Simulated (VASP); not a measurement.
# MgSe (Fm-3m) in VASP: electric field gradients with PBE

Aim: the electric field gradients of MgSe with PBE.

Program: VASP 6.6.1. These are calculated values, not measurements. Logs are shortened: lines on timing, memory, paths and dates and some standing lists are left out, and cuts for length are marked.

## (1) The cell of the first run

The structure is cubic, space group Fm-3m (No. 225). The conventional cell has a = 5.467 Å, b = 5.467 Å, c = 5.467 Å, α = 90.00°, β = 90.00°, γ = 90.00°. Within 3.6 Å of Mg (site symmetry m-3m) lie 6 Se at 2.73 Å. Se (site symmetry m-3m) has 6 Mg at 2.73 Å within 3.6 Å.

## (2) Electric field gradients, PBE

INCAR reads:

```
ALGO     = Normal         # electronic algorithm
EDIFF    = 1E-8           # SCF threshold, eV
ENCUT    = 520            # plane-wave cutoff, eV
GGA      = PE             # functional
GGA_COMPAT= F            
ISIF     = 2              # what is computed and relaxed
ISMEAR   = 0              # smearing method
LASPH    = T              # aspherical terms in the spheres
LCHARG   = F              # write CHGCAR
LEFG     = T            
LREAL    = F              # projectors in reciprocal space
LWAVE    = F              # write WAVECAR
NBANDS   = 11             # bands
NELM     = 120            # most SCF steps
PREC     = Accurate       # precision mode
SIGMA    = 0.1            # smearing width, eV
```

KPOINTS reads:

```
k-points
0
Gamma
  4 4 4
```

POSCAR reads:

```
MgSe
1.0
    0.0000000000      2.7337235204      2.7337235204
    2.7337235204      0.0000000000      2.7337235204
    2.7337235204      2.7337235204      0.0000000000
Mg Se
1 1
Direct
    0.0000000000      0.0000000000      0.0000000000
    0.5000000000      0.5000000000      0.5000000000
```

Potentials or basis: VASP PAW PBE potentials, release 64 (Mg, Se).

Run with:

```
$ cat potpaw_PBE.64/Mg/POTCAR potpaw_PBE.64/Se/POTCAR > POTCAR
$ mpirun -np 1 vasp_std > vasp.out
```

OUTCAR:

```text
EDIFF = 1E-8
   ENCUT = 520
   GGA = PE
   ISIF = 2
   ISMEAR = 0
   LASPH = T
   LREAL = F
   NELM = 120
   PREC = Accurate

 ion  position               nearest neighbor table
   1  0.000  0.000  0.000-   2 2.73   2 2.73   2 2.73   2 2.73   2 2.73   2 2.73
   2  0.500  0.500  0.500-   1 2.73   1 2.73   1 2.73   1 2.73   1 2.73   1 2.73

  LATTYP: Found a face centered cubic cell.
 ALAT       =     5.4674470408

  Lattice vectors:

 A1 = (   0.0000000000,   2.7337235204,   2.7337235204)
 A2 = (   2.7337235204,   0.0000000000,   2.7337235204)
 A3 = (   2.7337235204,   2.7337235204,   0.0000000000)

Analysis of symmetry for initial positions (statically):
=====================================================================
 Subroutine PRICEL returns:
 Original cell was already a primitive cell.

 Routine SETGRP: Setting up the symmetry group for a
 face centered cubic supercell.

 Subroutine GETGRP returns: Found 48 space group operations
 (whereof 48 operations were pure point group operations)
 out of a pool of 48 trial point group operations.

The static configuration has the point symmetry O_h .

Analysis of symmetry for dynamics (positions and initial velocities):
=====================================================================
 Subroutine PRICEL returns:
 Original cell was already a primitive cell.

 Routine SETGRP: Setting up the symmetry group for a
 face centered cubic supercell.

 Subroutine GETGRP returns: Found 48 space group operations
 (whereof 48 operations were pure point group operations)
 out of a pool of 48 trial point group operations.

The dynamic configuration has the point symmetry O_h .

 Subroutine INISYM returns: Found 48 space group operations
 (whereof 48 operations are pure point group operations),
 and found     1 'primitive' translations

----------------------------------------------------------------------------------------

                                     Primitive cell

  volume of cell :      40.8596

  direct lattice vectors                    reciprocal lattice vectors
     0.000000000  2.733723520  2.733723520    -0.182900720  0.182900720  0.182900720
     2.733723520  0.000000000  2.733723520     0.182900720 -0.182900720  0.182900720
     2.733723520  2.733723520  0.000000000     0.182900720  0.182900720 -0.182900720

  length of vectors
     3.866068878  3.866068878  3.866068878     0.316793340  0.316793340  0.316793340

  position of ions in fractional coordinates (direct lattice)
     0.000000000  0.000000000  0.000000000
     0.500000000  0.500000000  0.500000000

  ion indices of the primitive-cell ions
   primitive index   ion index
                 1           1
                 2           2

----------------------------------------------------------------------------------------

 KPOINTS: k-points

Automatic generation of k-mesh.
 Grid dimensions read from file:
 generate k-points for:    4    4    4

 Generating k-lattice:

  Cartesian coordinates                     Fractional coordinates (reciprocal lattice)
    -0.045725180  0.045725180  0.045725180     0.250000000  0.000000000  0.000000000
     0.045725180 -0.045725180  0.045725180     0.000000000  0.250000000  0.000000000
     0.045725180  0.045725180 -0.045725180     0.000000000  0.000000000  0.250000000

  Length of vectors
     0.079198335  0.079198335  0.079198335

  Shift w.r.t. Gamma in fractional coordinates (k-lattice)
     0.000000000  0.000000000  0.000000000

 Subroutine IBZKPT returns following result:
 ===========================================

 Found      8 irreducible k-points:

 Following reciprocal coordinates:
            Coordinates               Weight
  0.000000  0.000000  0.000000      1.000000
  0.250000  0.000000  0.000000      8.000000
  0.500000  0.000000  0.000000      4.000000
  0.250000  0.250000  0.000000      6.000000
  0.500000  0.250000  0.000000     24.000000
 -0.250000  0.250000  0.000000     12.000000
  0.500000  0.500000  0.000000      3.000000
 -0.250000  0.500000  0.250000      6.000000
   k-points           NKPTS =      8   k-points in BZ     NKDIM =      8   number of bands    NBANDS=     11
   number of dos      NEDOS =    301   number of ions     NIONS =      2
   total plane-waves  NPLWV =  27000
   dimension x,y,z NGX =    30 NGY =   30 NGZ =   30
   dimension x,y,z NGXF=    60 NGYF=   60 NGZF=   60
   ions per type =               1   1
   NGX,Y,Z   is equivalent  to a cutoff of  12.90, 12.90, 12.90 a.u.
   NGXF,Y,Z  is equivalent  to a cutoff of  25.80, 25.80, 25.80 a.u.
 SYSTEM =  unknown system
   PREC   = accura    normal or accurate (medium, high low for compatibility)
   ISTART =      0    job   : 0-new  1-cont  2-samecut
   ICHARG =      2    charge: 1-file 2-atom 10-const
   ISPIN  =      1    spin polarized calculation?
   LNONCOLLINEAR =      F non collinear calculations
   LSORBIT =      F    spin-orbit coupling
   LASPH  =      T    aspherical Exc in radial PAW
   ENCUT  =  520.0 eV  38.22 Ry    6.18 a.u.   7.19  7.19  7.19*2*pi/ulx,y,z
   NELM   =    120;   NELMIN=  2; NELMDL= -5     # of ELM steps
   EDIFF  = 0.1E-07   stopping-criterion for ELM
   LREAL  =      F    real-space projection
   EDIFFG = 0.1E-06   stopping-criterion for IOM
   NSW    =      0    number of steps for IOM
   IBRION =     -1    ionic relax: 0-MD 1-quasi-New 2-CG
   NFREE  =      0    steps in history (QN), initial steepest desc. (CG)
   ISIF   =      2    stress and relaxation
   ISYM   =      2    0-nonsym 1-usesym 2-fastsym
   POTIM  = 0.5000    time-step for ionic-motion
   TEBEG  =    0.0;   TEEND  =   0.0 temperature during run
   PSTRESS=    0.0 pullay stress
   NELECT =       8.0000    total number of electrons
   NUPDOWN=      -1.0000    fix difference up-down
   EMIN   =  10.00;   EMAX   =-10.00  energy-range for DOS
   EFERMI =   0.00;   METHOD = LEGACY
   ISMEAR =     0;   SIGMA  =   0.10  broadening in eV -4-tet -1-fermi 0-gaus
   EFERMI_NEDOS =   21; number of points for ismear=-14 and -15
   IALGO  =     38    algorithm
   IMIX   =      4    mixing-type and parameters
     AMIX     =   0.40;   BMIX     =  1.00
     AMIX_MAG =   1.60;   BMIX_MAG =  1.00
  volume/ion in A,a.u.               =      20.43       137.87
  Fermi-wavevector in a.u.,A,eV,Ry     =   0.950620  1.796411 12.295288  0.903678
  Thomas-Fermi vector in A             =   2.079014
   LORBIT       =      0    0 simple, 1 ext, 2 COOP (PROOUT), +10 PAW based schemes
   GGA     = PE    functional components
   LHFCALC =     F    Hartree Fock is set to
   AEXX    =    0.0000 exact exchange contribution
   IVDW    =     0    specifies the selected vdW correction
   LEPSILON=     F    determine dielectric tensor
   LRPA    =     F    only Hartree local field effects (RPA)
 non-spin polarized calculation
 Gauss-broadening in eV      SIGMA  =   0.10
  energy-cutoff  :      520.00
  volume of cell :       40.86
 maximum number of plane-waves:      1124
 NGX is ok and might be reduce to    30
   NGX = 15   NGY = 15   NGZ = 15

 number of electron       8.0000001 magnetization

 Free energy of the ion-electron system (eV)
  ---------------------------------------------------
  ext. energy  EPLUGINS =         0.00000000
  ---------------------------------------------------
  free energy    TOTEN  =        -7.41743465 eV

  energy without entropy =       -7.41743465  energy(sigma->0) =       -7.41743465

 E-fermi :   3.7125     XC(G=0):  -9.4421

 val. band max:        3.1867615920   @ k =   0.0000   0.0000   0.0000
 cond. band min:       4.9406857239   @ k =   0.5000   0.5000   0.0000
 fundamental gap:      1.7539241320
 Fermi energy:         3.7124784500

 k-point     1 :       0.0000    0.0000    0.0000
  band No.  band energies     occupation
      1      -9.7045      2.00000
      2       3.1868      2.00000
      3       3.1868      2.00000
      4       3.1868      2.00000
      5       5.7086      0.00000
      6      10.5780      0.00000
      7      10.5780      0.00000
      8      10.5780      0.00000
      9      13.1170      0.00000
     10      13.1170      0.00000
     11      14.1350      0.00000
[... 85 lines left out ...]
 k-point     8 :      -0.2500    0.5000    0.2500
  band No.  band energies     occupation
      1      -8.2464      2.00000
      2      -0.1049      2.00000
      3      -0.1049      2.00000
      4       0.6454      2.00000
      5       7.6695      0.00000
      6      10.1064      0.00000
      7      10.7297      0.00000
      8      10.7297      0.00000
      9      16.2057      0.00000
     10      16.2057      0.00000
     11      17.8735      0.00000

------------------------ aborting loop because EDIFF is reached ----------------------------------------

  FORCE on cell =-STRESS in cart. coord.  units (eV):
  Direction    XX          YY          ZZ          XY          YZ          ZX
  --------------------------------------------------------------------------------------
  -------------------------------------------------------------------------------------
  Total        0.4350453      0.4350453      0.4350453      0.0000000     -0.0000000      0.0000000
  in kB       17.0589098     17.0589098     17.0589098      0.0000000     -0.0000000      0.0000000
  external PRESSURE =      17.0589098 kB  Pullay stress =       0.0000000 kB

 VOLUME and BASIS-vectors are now :
 -----------------------------------------------------------------------------
  energy-cutoff  :      520.00
  volume of cell :       40.86
      direct lattice vectors                 reciprocal lattice vectors
     0.000000000  2.733723520  2.733723520    -0.182900720  0.182900720  0.182900720
     2.733723520  0.000000000  2.733723520     0.182900720 -0.182900720  0.182900720
     2.733723520  2.733723520  0.000000000     0.182900720  0.182900720 -0.182900720

 POSITION                                       TOTAL-FORCE (eV/Angst)
 -----------------------------------------------------------------------------------
      0.00000      0.00000      0.00000         0.000000     -0.000000     -0.000000
      2.73372      2.73372      2.73372        -0.000000      0.000000      0.000000
 -----------------------------------------------------------------------------------
    total drift:                               -0.000000     -0.000000      0.000000

  FREE ENERGIE OF THE ION-ELECTRON SYSTEM (eV)
  ---------------------------------------------------
  free  energy   TOTEN  =        -7.4174346464 eV

  energy  without entropy=       -7.4174346464  energy(sigma->0) =       -7.41743465

 Electric field gradients (V/A^2)
---------------------------------------------------------------------
 ion       V_xx      V_yy      V_zz      V_xy      V_xz      V_yz
---------------------------------------------------------------------
   1       0.000     0.000     0.000     0.000     0.000     0.000
   2       0.000    -0.000    -0.000    -0.000    -0.000    -0.000
---------------------------------------------------------------------

 Electric field gradients after diagonalization (V/A^2)
 (convention: |V_zz| > |V_xx| > |V_yy|)
----------------------------------------------------------------------
 ion       V_xx      V_yy      V_zz     asymmetry (V_yy - V_xx)/ V_zz
----------------------------------------------------------------------
   1      -0.000    -0.000     0.000       0.000
   2       0.000     0.000    -0.001       0.000
----------------------------------------------------------------------

           NMR quadrupolar parameters

 Cq : quadrupolar parameter    Cq=e*Q*V_zz/h
 eta: asymmetry parameters     (V_yy - V_xx)/ V_zz
 Q  : nuclear electric quadrupole moment in mb (millibarn)
----------------------------------------------------------------------
 ion       Cq(MHz)       eta       Q (mb)
----------------------------------------------------------------------
   1       0.000       0.000       1.000
   2      -0.000       0.000       1.000
----------------------------------------------------------------------
```

Wall time 13 s (1 thread of Intel Xeon 8259CL, shared host); peak memory 0.16 GiB.

Results:

- Free energy: -7.4174 eV
- Pressure: 1.7 GPa
- Band gap on the k mesh: 1.75 eV, indirect (least direct gap 2.52 eV)

Levels at points of the mesh, in eV from the valence-band top:
| k point | band 1 | band 2 | band 3 | band 4 | band 5 | band 6 | band 7 | band 8 | band 9 |
| --- | --- | --- | --- | --- | --- | --- | --- | --- | --- |
| (0.00, 0.00, 0.00) | -12.89 | 0.00 | 0.00 | 0.00 | 2.52 | 7.39 | 7.39 | 7.39 | 9.93 |
| (0.50, 0.00, 0.00) | -11.79 | -4.92 | -0.57 | -0.57 | 3.80 | 6.06 | 6.06 | 8.53 | 11.38 |
| (0.50, 0.50, 0.00) | -11.47 | -4.23 | -1.77 | -1.77 | 1.75 | 3.96 | 11.66 | 12.08 | 12.08 |

Caveat: the k points lie up to 0.50 Å⁻¹ apart; without QUAD_EFG the Cq values of the log hold for a quadrupole moment of 1 mb, not for the nuclei.
